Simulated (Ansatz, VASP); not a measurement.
# Tl in VASP and in Ansatz

```xyz
1
Lattice="3.0491 0.0000 0.0000 0.0000 3.0491 0.0000 0.0000 0.0000 3.0491" Properties=species:S:1:pos:R:3 pbc="T T T"
Tl    0.0000    0.0000    0.0000
```

Alike in both runs: task single point; functional r2SCAN; k mesh 11 × 11 × 11; occupations fermi-dirac, width 0.1 eV; no spin polarisation.

```csv
,VASP,Ansatz
version,VASP 6.6.1,Ansatz 0.2.0
potentials or method,"VASP PAW PBE potentials, release 64 (Tl_d), cutoff 520 eV","plane waves (500 eV) with PAW, scalar-relativistic"
valence electrons in the cell,13,13
```

```csv
,VASP,Ansatz,Ansatz less VASP
pressure (GPa),5.4,5.4,-0.01
```

VASP's potentials were made for PBE, not for r2SCAN. The functional is the same, so the differences come from potentials, cutoffs and numerics.

Spin-orbit coupling is off throughout.
